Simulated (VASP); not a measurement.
Here is a VASP 6.6.1 calculation.

Contents of INCAR:

```
ALGO = Normal
EDIFF = 1E-7
ENCUT = 520
GGA = PE
ISIF = 2
ISMEAR = 0
LASPH = T
LCHARG = T
LELF = T
LREAL = F
LVHAR = T
LWAVE = F
NBANDS = 19
NELM = 60
PREC = Accurate
SIGMA = 0.1
```

File KPOINTS:

```
k-points
0
Gamma
  12 12 8
```

The input POSCAR:

```
HPt
1.0
    2.9050644664      0.0000000000      0.0000000000
   -1.4525322332      2.5158596275      0.0000000000
    0.0000000000      0.0000000000      5.0590954784
Pt H
2 2
Direct
    0.6666666667      0.3333333333      0.7500000000
    0.3333333333      0.6666666667      0.2500000000
    0.0000000000      0.0000000000      0.0000000000
    1.0000000000      1.0000000000      0.5000000000
```

Potentials or basis: VASP PAW PBE potentials, release 64 (Pt, H).

The run is started by

```bash
$ cat potpaw_PBE.64/Pt/POTCAR potpaw_PBE.64/H/POTCAR > POTCAR
$ mpirun -np 1 vasp_std > vasp.out
```

Predict the band gap on the k mesh.

zero (bands 11 and 12 overlap by 4.55 eV).

Predict the pressure.

-0.3 GPa.

Caveat: spin-orbit coupling is left out, which moves the levels of the heavy elements.
